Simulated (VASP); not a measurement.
Here is a VASP 6.6.1 calculation.

File INCAR:

```
  ALGO = Normal
  EDIFF = 1E-6
  ENCUT = 520
  ISIF = 2
  ISMEAR = 0
  LASPH = T
  LCHARG = T
  LELF = T
  LREAL = F
  LVHAR = T
  LWAVE = F
  NBANDS = 16
  NELM = 100
  PREC = Accurate
  SIGMA = 0.05
```

KPOINTS

```
k-points
0
Gamma
  9 9 6
```

The input POSCAR:

```
AlN
1.0
    3.0886152983      0.0000000000      0.0000000000
   -1.5443076491      2.6748193108      0.0000000000
    0.0000000000      0.0000000000      4.7458408954
Al N
2 2
Direct
    0.3333333333      0.6666666667     -0.0033481284
    0.6666666667      0.3333333333      0.4966518716
    0.3333333333      0.6666666667      0.3883481284
    0.6666666667      0.3333333333      0.8883481284
```

Potentials or basis: VASP PAW LDA potentials, release 64 (Al, N).

Command:

```sh
$ cat potpaw_LDA.64/Al/POTCAR potpaw_LDA.64/N/POTCAR > POTCAR
$ mpirun -np 1 vasp_std > vasp.out
```

Problem. What does it give for the band gap on the k mesh?

Solution. 4.52 eV, direct.

Problem. What does it give for the largest force?

Solution. 0.007 eV/Å.

Problem. Estimate the pressure.

Solution. 9.2 GPa.

Stress tensor (GPa, compression positive):
```
 6.31  0.00  0.00
 0.00  6.31  0.00
 0.00  0.00 15.00
```

Caveat: the cell differs from its parent crystal (engineering shear strain xz +0.0000, normal strain along z -0.0400). A k mesh can miss the band edges.
